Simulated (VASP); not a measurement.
Set up this calculation in VASP 6.6.1, as the native input.

| Item | Value |
| --- | --- |
| Task | single point |
| Functional | revPBE |
| Potentials or basis | VASP PAW PBE potentials, release 64 (Na_pv) |
| Cutoff | 520 eV |
| k mesh | 4 × 4 × 4 |
| Occupations | fermi-dirac, width 0.1 eV |
| Spin | no spin polarisation |
| Dipole correction | no |
| Further INCAR settings | ALGO = Normal; EDIFF = 1e-06; NBANDS = 38 |

The structure of Na lies in POSCAR:

```
Na
1.0
    6.8163333054      0.0000000000      0.0000000000
    0.0000000000      6.8163333054      0.0000000000
    0.0000000000      0.0000000000      6.8163333054
Na
8
Direct
    1.0000000000      0.0000000000      1.0000000000
    0.5000000000      0.5000000000      0.5000000000
    0.2500000000      1.0000000000      0.5000000000
    0.7500000000      0.0000000000      0.5000000000
    0.5000000000      0.2500000000      1.0000000000
    0.5000000000      0.7500000000      0.0000000000
    0.0000000000      0.5000000000      0.2500000000
    0.0000000000      0.5000000000      0.7500000000
```

The input as run:

INCAR

```
SYSTEM = Na
PREC = Accurate ; ENCUT = 520
EDIFF = 1E-6 ; ISMEAR = -1
SIGMA = 0.1 ; LREAL = .FALSE.
LASPH = .TRUE. ; NELM = 100
ALGO = Normal ; ISIF = 2
LWAVE = .FALSE. ; LCHARG = .FALSE.
GGA = RE ; NBANDS = 38
```

KPOINTS

```
Automatic mesh
0
G
  4 4 4
  0 0 0
```

Potentials or basis: VASP PAW PBE potentials, release 64 (Na_pv).

Command:

```bash
$ cat potpaw_PBE.64/Na_pv/POTCAR > POTCAR
$ mpirun -np 1 vasp_std > vasp.out
```

It gave:

```
Pressure               : 0.0 GPa
Band gap on the k mesh : zero (bands 28 and 29 overlap by 1.43 eV)
```

Caveat: the PAW data sets were made with another functional, which shifts forces and pressure a little.

Run time: 3.2 min on 1 thread of Intel Xeon 8259CL, with other jobs on the host, peak memory 0.42 GiB.
